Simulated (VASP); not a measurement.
# B48N47 (a cell with a defect) in VASP: notebook

The runs below take B48N47 (a cell with a defect) through single point, with PBEsol.

All numbers are computed with VASP 6.6.1; they aren't measurements. Logs are shortened: lines on timing, memory, paths and dates and some standing lists are left out, and cuts for length are marked.

## 1. The cell of the first run

The cell holds a defect, 95 atoms: a = 7.623 Å, b = 8.802 Å, c = 8.407 Å, α = 90.00°, β = 90.00°, γ = 90.00°.

## 2. Single point, PBEsol

File INCAR:

```
SYSTEM = B48N47
PREC = Accurate ; ENCUT = 520
EDIFF = 1E-6 ; ISMEAR = -1
SIGMA = 0.05 ; LREAL = Auto
LASPH = .True. ; NELM = 120
ALGO = Normal ; ISIF = 2
LWAVE = .False. ; LCHARG = .True.
GGA = PS ; LELF = .True.
LVHAR = .True. ; NELECT = 380.0
ISYM = -1 ; NBANDS = 242
GGA_COMPAT = .False.
```

File KPOINTS:

```
explicit points
1
Reciprocal
  0.25000000   0.25000000   0.25000000 1
```

File POSCAR:

```
B48N47
1.0
    7.6229900000      0.0000000000      0.0000000000
    0.0000000000      8.8022710000      0.0000000000
    0.0000000000      0.0000000000      8.4065820000
B N
48 47
Direct
    0.9998190000      0.1669670000      0.0003550000
    0.9975030000      0.1670510000      0.4998020000
    0.3330950000      0.1666750000      0.0016560000
    0.3303120000      0.1640260000      0.5000120000
    0.1664680000      0.4167860000      0.0017570000
    0.1615220000      0.4126790000      0.4994750000
    0.0017310000      0.6669110000      0.9992140000
    0.0062490000      0.6672300000      0.4987480000
    0.6664200000      0.1675620000      0.0018310000
    0.6627010000      0.1721980000      0.5005170000
    0.5000400000      0.4183620000      0.0044120000
    0.4702670000      0.4250990000      0.5148890000
    0.3352350000      0.6676330000      0.0012680000
    0.3669230000      0.6046700000      0.5051620000
    0.1676100000      0.9166060000      0.9992640000
    0.1709150000      0.9147280000      0.4970180000
    0.8331360000      0.4173190000      0.0010540000
    0.8270660000      0.4188750000      0.5000410000
    0.6688080000      0.6681090000      0.9989430000
    0.6662500000      0.6726660000      0.4904500000
    0.5005940000      0.9170990000      0.9990090000
    0.4972600000      0.9175960000      0.4966140000
    0.8341620000      0.9172170000      0.9987900000
    0.8340510000      0.9181720000      0.4985740000
    0.1659410000      0.0840200000      0.2506830000
    0.1665310000      0.0814100000      0.7497440000
    0.9984230000      0.3348050000      0.2509310000
    0.9986370000      0.3327940000      0.7505630000
    0.5002200000      0.0849220000      0.2508840000
    0.4992320000      0.0822210000      0.7498890000
    0.3322660000      0.3343100000      0.2536530000
    0.3318280000      0.3308590000      0.7542490000
    0.1704490000      0.5837890000      0.2513110000
    0.1694430000      0.5813730000      0.7489100000
    0.0017890000      0.8343730000      0.2492010000
    0.0013860000      0.8324730000      0.7481580000
    0.8328240000      0.0856140000      0.2503500000
    0.8326200000      0.0827930000      0.7495370000
    0.6640010000      0.3379080000      0.2549760000
    0.6650230000      0.3316620000      0.7528620000
    0.5056830000      0.5940200000      0.2516710000
    0.5010580000      0.5797180000      0.7538370000
    0.3344150000      0.8372470000      0.2538610000
    0.3351270000      0.8296080000      0.7449540000
    0.8355090000      0.5853860000      0.2490150000
    0.8336410000      0.5829700000      0.7471780000
    0.6683910000      0.8367160000      0.2480420000
    0.6659910000      0.8325030000      0.7467100000
    0.9995300000      0.1683210000      0.1872680000
    0.9990690000      0.1658180000      0.6875920000
    0.3333730000      0.1677840000      0.1880050000
    0.3320420000      0.1647580000      0.6885660000
    0.1664270000      0.4172900000      0.1880310000
    0.1648860000      0.4143850000      0.6884740000
    0.0026840000      0.6675500000      0.1865750000
    0.0023060000      0.6657700000      0.6858000000
    0.6661470000      0.1695710000      0.1888460000
    0.6660360000      0.1663040000      0.6881790000
    0.4994430000      0.4219670000      0.1943510000
    0.4981070000      0.4111980000      0.6972050000
    0.3362630000      0.6691440000      0.1891990000
    0.3393320000      0.6597480000      0.6864960000
    0.1669120000      0.9182400000      0.1855430000
    0.1678090000      0.9146740000      0.6859610000
    0.8328160000      0.4188430000      0.1878660000
    0.8315730000      0.4163570000      0.6879460000
    0.6706100000      0.6705250000      0.1848380000
    0.6651390000      0.6648580000      0.6822530000
    0.5019690000      0.9188970000      0.1851810000
    0.5002520000      0.9160580000      0.6855630000
    0.8347920000      0.9188820000      0.1859840000
    0.8337900000      0.9160030000      0.6858580000
    0.1627000000      0.0833860000      0.4373440000
    0.1664380000      0.0833200000      0.9373100000
    0.9936260000      0.3333040000      0.4377520000
    0.9993700000      0.3335220000      0.9380700000
    0.5003790000      0.0865770000      0.4375260000
    0.4999270000      0.0838740000      0.9374960000
    0.3243540000      0.3259550000      0.4395180000
    0.3325840000      0.3332190000      0.9411430000
    0.1724850000      0.5779380000      0.4359890000
    0.1682750000      0.5832310000      0.9375650000
    0.0014440000      0.8333570000      0.4357430000
    0.0007380000      0.8333960000      0.9359600000
    0.8312570000      0.0858680000      0.4372030000
    0.8330350000      0.0837820000      0.9372560000
    0.6582610000      0.3419400000      0.4401890000
    0.6665840000      0.3336830000      0.9406340000
    0.5022340000      0.5837660000      0.9400490000
    0.3355310000      0.8445010000      0.4316600000
    0.3343270000      0.8328520000      0.9356040000
    0.8328740000      0.5852040000      0.4351960000
    0.8342800000      0.5838980000      0.9357510000
    0.6680580000      0.8370000000      0.4344590000
    0.6674610000      0.8337470000      0.9347880000
```

Potentials or basis: VASP PAW PBE potentials, release 64 (B, N).

Started as:

```sh
$ cat potpaw_PBE.64/B/POTCAR potpaw_PBE.64/N/POTCAR > POTCAR
$ mpirun -np 1 vasp_std > vasp.out
```

OUTCAR:

```text
SYSTEM = B48N47
   PREC = Accurate
   ENCUT = 520
   EDIFF = 1E-6
   ISMEAR = -1
   LREAL = Auto
   LASPH = .True.
   NELM = 120
   ISIF = 2
   GGA = PS
   NELECT = 380.0
   ISYM = -1

 ion  position               nearest neighbor table
   1  1.000  0.167  0.000-  76 1.56  86 1.56  74 1.56  49 1.57
   2  0.998  0.167  0.500-  85 1.55  73 1.55  75 1.55  50 1.58
   3  0.333  0.167  0.002-  80 1.55  78 1.56  74 1.56  51 1.57
   4  0.330  0.164  0.500-  79 1.51  73 1.55  77 1.56  52 1.59
   5  0.166  0.417  0.002-  80 1.55  82 1.56  76 1.56  53 1.57
   6  0.162  0.413  0.499-  79 1.54  75 1.55  81 1.55  54 1.59
   7  0.002  0.667  0.999-  82 1.56  84 1.56  93 1.56  55 1.58
   8  0.006  0.667  0.499-  83 1.56  56 1.57  81 1.58  92 1.60
   9  0.666  0.168  0.002-  88 1.55  78 1.56  86 1.57  57 1.57
  10  0.663  0.172  0.501-  77 1.54  87 1.58  58 1.58  85 1.58
  11  0.500  0.418  0.004-  89 1.55  88 1.57  80 1.57  59 1.60
  12  0.470  0.425  0.515-  79 1.55  60 1.55  87 1.73  14 1.77
  13  0.335  0.668  0.001-  91 1.56  89 1.56  82 1.57  61 1.58
  14  0.367  0.605  0.505-  81 1.61  62 1.61  12 1.77
  15  0.168  0.917  0.999-  74 1.56  84 1.56  91 1.56  63 1.57
  16  0.171  0.915  0.497-  90 1.50  83 1.56  73 1.57  64 1.59
  17  0.833  0.417  0.001-  88 1.55  76 1.56  93 1.57  65 1.57
  18  0.827  0.419  0.500-  87 1.54  92 1.56  75 1.57  66 1.58
  19  0.669  0.668  0.999-  89 1.55  95 1.55  93 1.56  67 1.56
  20  0.666  0.673  0.490-  94 1.52  92 1.56  68 1.61
  21  0.501  0.917  0.999-  78 1.56  91 1.56  95 1.56  69 1.57
  22  0.497  0.918  0.497-  90 1.49  77 1.57  94 1.57  70 1.59
  23  0.834  0.917  0.999-  86 1.55  84 1.56  95 1.56  71 1.57
  24  0.834  0.918  0.499-  94 1.55  85 1.56  83 1.57  72 1.57
  25  0.166  0.084  0.251-  63 1.56  49 1.56  51 1.57  73 1.57
  26  0.167  0.081  0.750-  52 1.55  64 1.56  50 1.57  74 1.58
[... 12 lines left out ...]
  39  0.664  0.338  0.255-  59 1.54  87 1.56  65 1.58  57 1.58
  40  0.665  0.332  0.753-  60 1.53  58 1.55  66 1.57  88 1.58
  41  0.506  0.594  0.252-  67 1.53  61 1.54  59 1.59
  42  0.501  0.580  0.754-  62 1.53  60 1.56  89 1.57  68 1.58
  43  0.334  0.837  0.254-  90 1.50  63 1.57  69 1.58  61 1.58
  44  0.335  0.830  0.745-  70 1.55  64 1.56  62 1.57  91 1.60
  45  0.836  0.585  0.249-  65 1.55  55 1.56  67 1.56  92 1.57
  46  0.834  0.583  0.747-  66 1.55  56 1.57  68 1.57  93 1.59
  47  0.668  0.837  0.248-  71 1.55  69 1.55  67 1.56  94 1.57
[... 40 lines left out ...]
  88  0.667  0.334  0.941-   9 1.55  17 1.55  11 1.57  40 1.58
  89  0.502  0.584  0.940-  19 1.55  11 1.55  13 1.56  42 1.57
  90  0.336  0.845  0.432-  22 1.49  43 1.50  16 1.50
  91  0.334  0.833  0.936-  13 1.56  21 1.56  15 1.56  44 1.60
  92  0.833  0.585  0.435-  20 1.56  18 1.56  45 1.57   8 1.60
  93  0.834  0.584  0.936-  19 1.56   7 1.56  17 1.57  46 1.59
  94  0.668  0.837  0.434-  20 1.52  24 1.55  47 1.57  22 1.57
  95  0.667  0.834  0.935-  19 1.55  23 1.56  21 1.56  48 1.58

IMPORTANT INFORMATION: All symmetrisations will be switched off!
NOSYMM: (Re-)initialisation of all symmetry stuff for point group C_1.

----------------------------------------------------------------------------------------

                                     Primitive cell

  volume of cell :     564.0785

  direct lattice vectors                    reciprocal lattice vectors
     7.622990000  0.000000000  0.000000000     0.131182121  0.000000000  0.000000000
     0.000000000  8.802271000  0.000000000     0.000000000  0.113607045  0.000000000
     0.000000000  0.000000000  8.406582000     0.000000000  0.000000000  0.118954410

  length of vectors
     7.622990000  8.802271000  8.406582000     0.131182121  0.113607045  0.118954410

  position of ions in fractional coordinates (direct lattice)
     0.999819000  0.166967000  0.000355000
     0.997503000  0.167051000  0.499802000
     0.333095000  0.166675000  0.001656000
     0.330312000  0.164026000  0.500012000
     0.166468000  0.416786000  0.001757000
     0.161522000  0.412679000  0.499475000
[... 49 lines left out ...]
   TEBEG  =    0.0;   TEEND  =   0.0 temperature during run
   PSTRESS=    0.0 pullay stress
   NELECT =     380.0000    total number of electrons
   NUPDOWN=      -1.0000    fix difference up-down
   EMIN   =  10.00;   EMAX   =-10.00  energy-range for DOS
   EFERMI =   0.00;   METHOD = LEGACY
   ISMEAR =    -1;   SIGMA  =   0.05  broadening in eV -4-tet -1-fermi 0-gaus
   EFERMI_NEDOS =   21; number of points for ismear=-14 and -15
   IALGO  =     38    algorithm
   IMIX   =      4    mixing-type and parameters
     AMIX     =   0.40;   BMIX     =  1.00
     AMIX_MAG =   1.60;   BMIX_MAG =  1.00
  volume/ion in A,a.u.               =       5.94        40.07
  Fermi-wavevector in a.u.,A,eV,Ry     =   1.435124  2.711992 28.022311  2.059582
  Thomas-Fermi vector in A             =   2.554457
   LORBIT       =      0    0 simple, 1 ext, 2 COOP (PROOUT), +10 PAW based schemes
   GGA     = PS    functional components
   LHFCALC =     F    Hartree Fock is set to
   AEXX    =    0.0000 exact exchange contribution
   IVDW    =     0    specifies the selected vdW correction
   LEPSILON=     F    determine dielectric tensor
   LRPA    =     F    only Hartree local field effects (RPA)
 non-spin polarized calculation
  energy-cutoff  :      520.00
  volume of cell :      564.08
 maximum number of plane-waves:     15183
 NGX is ok and might be reduce to    56
   NGX = 29   NGY = 33   NGZ = 31

 number of electron     379.9999999 magnetization

 Free energy of the ion-electron system (eV)
  ---------------------------------------------------
  ext. energy  EPLUGINS =         0.00000000
  ---------------------------------------------------
  free energy    TOTEN  =      -851.64684384 eV

  energy without entropy =     -851.64684383  energy(sigma->0) =     -851.64684383

 E-fermi :  10.7157     XC(G=0): -12.9942

 val. band max:        9.7494825752   @ k =   0.2500   0.2500   0.2500
 cond. band min:      11.6814410286   @ k =   0.2500   0.2500   0.2500
 fundamental gap:      1.9319584534
 Fermi energy:        10.7157002646

 k-point     1 :       0.2500    0.2500    0.2500
  band No.  band energies     occupation
      1     -12.7436      2.00000
      2     -12.0926      2.00000
      3     -11.9639      2.00000
      4     -11.8280      2.00000
      5     -11.3334      2.00000
      6     -11.1865      2.00000
[... 194 lines left out ...]
    201      14.6219      0.00000
    202      14.6853      0.00000
 [bands above 202 left out]

------------------------ aborting loop because EDIFF is reached ----------------------------------------

  FORCE on cell =-STRESS in cart. coord.  units (eV):
  Direction    XX          YY          ZZ          XY          YZ          ZX
  --------------------------------------------------------------------------------------
  -------------------------------------------------------------------------------------
  Total        5.8901132     20.0442323     12.5947259     10.9269048    -10.3961520     -1.6307543
  in kB       16.7299518     56.9325282     35.7733627     31.0361757    -29.5286550     -4.6319043
  external PRESSURE =      36.4786142 kB  Pullay stress =       0.0000000 kB

 VOLUME and BASIS-vectors are now :
 -----------------------------------------------------------------------------
  energy-cutoff  :      520.00
  volume of cell :      564.08
      direct lattice vectors                 reciprocal lattice vectors
     7.622990000  0.000000000  0.000000000     0.131182121  0.000000000  0.000000000
     0.000000000  8.802271000  0.000000000     0.000000000  0.113607045  0.000000000
     0.000000000  0.000000000  8.406582000     0.000000000  0.000000000  0.118954410

 POSITION                                       TOTAL-FORCE (eV/Angst)
 -----------------------------------------------------------------------------------
      7.62161      1.46969      0.00298         0.000304      0.000717      0.001250
      7.60396      1.47043      4.20163        -0.000851      0.001419      0.007007
      2.53918      1.46712      0.01392         0.000720     -0.001944     -0.000958
      2.51797      1.44380      4.20339         0.002328     -0.010700      0.009664
      1.26898      3.66866      0.01477        -0.003302      0.000207     -0.000559
      1.23128      3.63251      4.19888        -0.011341      0.005002      0.010693
[... 87 lines left out ...]
      5.09260      7.36750      3.65232        -0.004887      0.013934      0.000768
      5.08805      7.33887      7.85837        -0.002298      0.002609     -0.002264
 -----------------------------------------------------------------------------------
    total drift:                               -0.002788      0.009402      0.005411

  FREE ENERGIE OF THE ION-ELECTRON SYSTEM (eV)
  ---------------------------------------------------
  free  energy   TOTEN  =      -851.6468438421 eV

  energy  without entropy=     -851.6468438256  energy(sigma->0) =     -851.64684383
```

It took 9 min on 1 thread of Intel Xeon Platinum 8375C at 2.90GHz (Ice Lake), shared host; peak memory 0.61 GiB.

What came out:

| Item | Value |
| --- | --- |
| Free energy | -851.6468 eV |
| Largest force | 0.042 eV/Å |

Forces on the atoms (eV/Å):
```
B    0.000  0.001  0.001
B   -0.001  0.001  0.007
B    0.001 -0.002 -0.001
B    0.002 -0.011  0.010
B   -0.003  0.000 -0.001
B   -0.011  0.005  0.011
B   -0.001  0.001  0.002
B    0.006 -0.009  0.002
B    0.000 -0.002  0.001
B    0.003  0.009  0.004
B   -0.001 -0.002  0.007
B    0.023  0.007 -0.009
B   -0.001 -0.001 -0.001
B    0.027  0.012 -0.013
B    0.002 -0.003  0.000
B   -0.008 -0.001  0.014
B    0.001  0.001  0.001
B    0.001  0.007  0.011
B    0.000  0.001 -0.005
B   -0.035 -0.023 -0.002
B    0.002 -0.003 -0.002
B    0.010  0.005  0.013
B    0.000 -0.003  0.001
B    0.004  0.004  0.005
B   -0.001  0.004  0.001
B   -0.004  0.000  0.002
B    0.000  0.001  0.001
B   -0.004 -0.001  0.002
B    0.001  0.005  0.003
B    0.000  0.002  0.001
B    0.003  0.003 -0.001
B   -0.011 -0.003  0.004
B   -0.003  0.005  0.001
B    0.000  0.005  0.003
B   -0.001 -0.001  0.004
B   -0.003 -0.005  0.003
B    0.000  0.001  0.004
B   -0.002 -0.001  0.002
B    0.000 -0.005  0.000
B    0.008  0.002  0.001
B   -0.010 -0.012  0.017
B    0.010  0.003  0.000
B   -0.002 -0.005 -0.014
B   -0.001 -0.008  0.004
B   -0.001 -0.002  0.004
B   -0.004  0.009 -0.001
B   -0.002  0.002  0.004
B    0.001 -0.010  0.000
N    0.002  0.001 -0.002
N    0.003  0.001 -0.004
N    0.001  0.002 -0.001
N    0.001  0.002 -0.006
N    0.000  0.000 -0.002
N    0.006  0.001 -0.007
N    0.005 -0.001 -0.003
N    0.002 -0.003 -0.003
N    0.000  0.004 -0.001
N    0.001 -0.002 -0.006
N   -0.006  0.006  0.003
N    0.005  0.004 -0.008
N   -0.002  0.005  0.003
N   -0.008  0.006 -0.002
N    0.006  0.001  0.001
N    0.003  0.002 -0.008
N   -0.003 -0.002 -0.002
N   -0.001 -0.006 -0.005
N    0.007  0.001  0.003
N   -0.001 -0.002  0.002
N   -0.005 -0.002  0.002
N   -0.001  0.004 -0.008
N    0.004  0.002 -0.002
N    0.002  0.001 -0.002
N    0.002 -0.007 -0.003
N    0.001  0.000 -0.003
N    0.000  0.000 -0.001
N    0.001  0.000 -0.005
N   -0.004 -0.005 -0.003
N    0.000  0.001 -0.005
N    0.010  0.001 -0.007
N    0.003  0.001 -0.004
N   -0.004  0.004  0.006
N    0.002  0.000 -0.006
N   -0.001  0.005 -0.002
N    0.000  0.000 -0.004
N   -0.004 -0.001 -0.002
N   -0.001  0.001 -0.004
N   -0.023  0.003  0.009
N   -0.002  0.002 -0.005
N    0.000 -0.002 -0.004
N    0.002 -0.025  0.008
N   -0.001  0.002 -0.009
N    0.005 -0.005  0.005
N    0.001 -0.002 -0.004
N   -0.005  0.014  0.001
N   -0.002  0.003 -0.002
```

Caveat: the cell carries a net charge on a neutralising background, which shifts energy and pressure; the cell is charged against a uniform background, so pressure and absolute levels hang on convention; the PAW data sets were made with another functional, which shifts forces and pressure a little.

[end of part 1 of 2]
